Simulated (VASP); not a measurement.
The system is Si2W.

```xyz
3
Lattice="-1.6069 1.6069 3.9150 1.6069 -1.6069 3.9150 1.6069 1.6069 -3.9150" Properties=species:S:1:pos:R:3 pbc="T T T"
W     0.0000    0.0000    0.0000
Si    0.0000    0.0000    5.2092
Si    0.0000    0.0000    2.6207
```

* Program: VASP 6.6.1
* Task: relaxation of cell and atoms
* Functional: PBEsol
* Dispersion: D4
* Potentials or basis: VASP PAW PBE potentials, release 64 (W_sv, Si)
* Cutoff: 600 eV
* k mesh: 12 × 12 × 12
* Occupations: fermi-dirac, width 0.05 eV
* Spin: no spin polarisation

At the start: pressure -5.2 GPa; volume 13.48 Å³/atom.

How do energy, volume and symmetry change on relaxing?

Over 7 steps the energy falls by 5.1 meV/atom and the volume is 13.18 Å³/atom (-2.2 %); space group I4/mmm (No. 139, to 0.1 Å) before and after.

The path:
| step | energy change (eV) | largest force (eV/Å) | pressure (GPa) | volume (Å³) |
| --- | --- | --- | --- | --- |
| 1 | 0.0000 | 0.0273 | -5.19 | 40.44 |
| 2 | 0.0387 | 0.1802 | 11.10 | 37.93 |
| 3 | -0.0147 | 0.0777 | -0.02 | 39.55 |
| 4 | -0.0147 | 0.0789 | 0.05 | 39.54 |
| 5 | -0.0151 | 0.0063 | 0.03 | 39.52 |
| 6 | -0.0152 | 0.0202 | 0.04 | 39.52 |
| 7 | -0.0152 | 0.0036 | -0.06 | 39.54 |

Final structure:
```
W Si
1.0
    -1.59334    1.59334    3.89341
     1.59334   -1.59334    3.89341
     1.59334    1.59334   -3.89341
W Si
1 2
Direct
  0.00000 0.00000 0.00000
  0.66584 0.66584 0.00000
  0.33416 0.33416 0.00000
```

Caveat: the PAW data sets were made with another functional, which shifts forces and pressure a little.
